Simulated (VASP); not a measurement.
Here is a VASP 6.6.1 calculation.

Contents of INCAR:

```
SYSTEM = GdN
PREC = Accurate
ENCUT = 520
EDIFF = 1E-7
ISMEAR = 0
SIGMA = 0.1
LREAL = .FALSE.
LASPH = .TRUE.
NELM = 150
ALGO = Normal
ISIF = 2
LWAVE = .FALSE.
LCHARG = .FALSE.
ISPIN = 2
MAGMOM = 7 0
LORBIT = 11
LMAXMIX = 6
GGA = PE
NBANDS = 22
```

File KPOINTS:

```
regular mesh
0
G
  6 6 6
  0 0 0
```

POSCAR

```
GdN
1.0
    0.0000000000      2.7664672600      2.7664672600
    2.7664672600      0.0000000000      2.7664672600
    2.7664672600      2.7664672600      0.0000000000
Gd N
1 1
Direct
    0.0000000000      0.0000000000      0.0000000000
    0.7500000000      0.7500000000      0.7500000000
```

Potentials or basis: VASP PAW PBE potentials, release 64 (Gd, N).

Run with:

```sh
$ cat potpaw_PBE.64/Gd/POTCAR potpaw_PBE.64/N/POTCAR > POTCAR
$ mpirun -np 1 vasp_std > vasp.out
```

(1) What does it give for the band gap on the k mesh?

(2) What does it give for the net moment?

(3) What does it give for the pressure?

Results:

(1) 1.08 eV (least direct gap 1.83 eV).

(2) 7.00 μB per cell.

(3) -9.2 GPa.

Caveat: the cell stands under tension; spin-orbit coupling is left out, which moves the levels of the heavy elements; a cell with one magnetic atom can't hold antiferromagnetic order, which such compounds often take; semilocal functionals describe open f shells poorly, which spoils levels, moments and volumes.
